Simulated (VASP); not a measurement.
Write the native input for VASP 6.6.1 that does the following.

* Task: single point
* Functional: LDA
* Potentials or basis: VASP PAW LDA potentials, release 64 (Re)
* Cutoff: 600 eV
* k mesh: 20 × 20 × 12
* Occupations: fermi-dirac, width 0.08 eV
* Spin: no spin polarisation
* Dipole correction: no
* Further INCAR settings: ALGO = Normal; EDIFF = 1e-06; NBANDS = 14

The structure of Re lies in POSCAR:

```
Re
1.0
    2.7229246382      0.0000000000      0.0000000000
   -1.3614623191      2.3581219093      0.0000000000
    0.0000000000      0.0000000000      4.3907573671
Re
2
Direct
    0.3333333333      0.6666666667      0.2500000000
    0.6666666667      0.3333333333      0.7500000000
```

These files were run (other wordings do the same):

INCAR

```
SYSTEM = Re
ALGO = Normal ; EDIFF = 1E-6
ENCUT = 600 ; GGA_COMPAT = .FALSE.
ISIF = 2 ; ISMEAR = -1
LASPH = .TRUE. ; LCHARG = .TRUE.
LELF = .TRUE. ; LREAL = .FALSE.
LVHAR = .TRUE. ; LWAVE = .FALSE.
NBANDS = 14 ; NELM = 120
PREC = Accurate ; SIGMA = 0.08
```

KPOINTS

```
k-points
0
G
  20 20 12
  0 0 0
```

Potentials or basis: VASP PAW LDA potentials, release 64 (Re).

The run is started by

```console
$ cat potpaw_LDA.64/Re/POTCAR > POTCAR
$ mpirun -np 1 vasp_std > vasp.out
```

It gave:

```json
{
 "Pressure": "8.9 GPa",
 "Band gap on the k mesh": "zero (band 7 reaches 10.28 eV, above the bottom of band 8 at 6.54 eV)"
}
```

Caveat: spin-orbit coupling is left out, which moves the levels of the heavy elements.

Wall time 58 s on 1 thread of Intel(R) Xeon(R) 6975P-C (Granite Rapids), with other jobs on the host, peak memory 0.25 GiB.
